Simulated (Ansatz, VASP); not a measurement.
One calculation of LiBe16, two programs

```
Be Li
1.0
    -2.29000   -3.96640    0.00000
     3.43500   -1.98320    0.00000
     0.00000    0.00000    7.17686
Be Li
16 1
Direct
  0.75510 0.43229 0.00325
  0.47661 0.49514 0.25732
  0.75514 0.43195 0.51051
  0.50648 0.29567 0.75686
  0.51401 0.93515 0.00329
  0.28206 0.88949 0.25662
  0.51389 0.93510 0.51010
  0.26002 0.80527 0.75693
  0.24249 0.48568 0.00214
  0.07375 0.29027 0.25714
  0.24211 0.48613 0.51214
  0.01051 0.29816 0.75703
  0.00917 0.98175 0.00281
  0.68977 0.11017 0.25652
  0.00942 0.98191 0.51112
  0.76676 0.78929 0.75682
  0.87627 0.70095 0.25712
```

Alike in both runs: functional PBEsol; k mesh 5 × 6 × 4; occupations gaussian, width 0.1 eV; no spin polarisation.

Ansatz relaxed the structure, and its values are those at the end. VASP's run is a single point on that final structure, the one shown.

|  | VASP | Ansatz |
| --- | --- | --- |
| version | VASP 6.6.1 | Ansatz 0.2.0 |
| potentials or method | VASP PAW PBE potentials, release 64 (Be, Li_sv), cutoff 520 eV | scalar-relativistic, plane waves, PAW |
| valence electrons in the cell | 35 | 35 |

```tsv
	VASP	Ansatz	Ansatz less VASP
rms of the force components (eV/Å)	0.004	0.004	+0.0001
```

VASP's potentials were made for PBE, not for PBEsol.

Noted on VASP's run: the cutoff is short for stress, so the pressure is rough.
